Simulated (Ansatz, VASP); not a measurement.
Two plane-wave programs on C

INCAR

```
SYSTEM = C
ALGO     = Normal         ! electronic algorithm
EDIFF    = 1E-7           ! SCF threshold, eV
ENCUT    = 520            ! plane-wave cutoff, eV
ISIF     = 2              ! what is computed and relaxed
ISMEAR   = 0              ! smearing method
LASPH    = .TRUE.         ! aspherical terms in the spheres
LCHARG   = .FALSE.        ! write CHGCAR
LREAL    = .FALSE.        ! projectors in reciprocal space
LWAVE    = .FALSE.        ! write WAVECAR
NBANDS   = 26             ! bands
NELM     = 80             ! most SCF steps
PREC     = Accurate       ! precision mode
SIGMA    = 0.05           ! smearing width, eV
```

The input KPOINTS:

```
k-points
0
G
  8 8 8
  0 0 0
```

POSCAR

```
C
1.0
   -2.4827102475      2.4827102475      2.4103982985
    2.4827102475     -2.4827102475      2.4103982985
    2.4827102475      2.4827102475     -2.4103982985
C
8
Direct
    0.3254710859      0.0000000000      0.0000000000
    0.6745289141      0.6745289141      0.6745289141
    0.0000000000      0.3254710859      0.0000000000
    0.0000000000      0.0000000000      0.3254710859
    0.0000000000      0.6745289141      0.0000000000
    0.3254710859      0.3254710859      0.3254710859
    0.6745289141      0.0000000000      0.0000000000
    0.0000000000      0.0000000000      0.6745289141
```

Input for Ansatz:

```yaml
crystal:
  lattice:
    - [-2.4827102475, 2.4827102475, 2.4103982985]
    - [2.4827102475, -2.4827102475, 2.4103982985]
    - [2.4827102475, 2.4827102475, -2.4103982985]
  atoms:
    - { symbol: C, position: [0.3254710859, 0.0, 0.0] }
    - { symbol: C, position: [0.6745289141, 0.6745289141, 0.6745289141] }
    - { symbol: C, position: [0.0, 0.3254710859, 0.0] }
    - { symbol: C, position: [0.0, 0.0, 0.3254710859] }
    - { symbol: C, position: [0.0, 0.6745289141, 0.0] }
    - { symbol: C, position: [0.3254710859, 0.3254710859, 0.3254710859] }
    - { symbol: C, position: [0.6745289141, 0.0, 0.0] }
    - { symbol: C, position: [0.0, 0.0, 0.6745289141] }
basis:
  ecutwfc: 420
kpoints:
  mp_grid: { grid: [8, 8, 8] }
hamiltonian:
  xc: lda
scf:
  occupations: { method: gaussian, width: 0.05 }
output:
  forces: true
  stress: true
  eigenvalues: true
```

Change from the starting cell: strain +0.030 along x and y, +0.000 along z, atoms carried along.

Alike in both runs: task single point; functional LDA; k mesh 8 × 8 × 8; occupations gaussian, width 0.05 eV; no spin polarisation.

|  | VASP | Ansatz |
| --- | --- | --- |
| version | VASP 6.6.1 | Ansatz 0.2.0 |
| potentials or method | VASP PAW LDA potentials, release 64 (C), cutoff 520 eV | scalar-relativistic, plane waves, PAW |
| valence electrons in the cell | 32 | 32 |

|  | VASP | Ansatz | Ansatz less VASP |
| --- | --- | --- | --- |
| gap on the k mesh at the Fermi level (eV) | 2.60 | 2.61 | +0.008 |
| least direct gap on the mesh (eV) | 3.52 | 3.54 | +0.018 |
| pressure (GPa) | -17.0 | -17.9 | -0.95 |
| traceless stress, the component that is largest in VASP (GPa) | 10.41 | 10.34 | -0.063 |
| rms of the force components (eV/Å) | 0.319 | 0.323 | +0.0038 |

LDA's correlation is that of Perdew and Zunger in VASP and of Perdew and Wang (1992) in Ansatz. Atom by atom the forces differ by 0.021 eV/Å (rms over components).
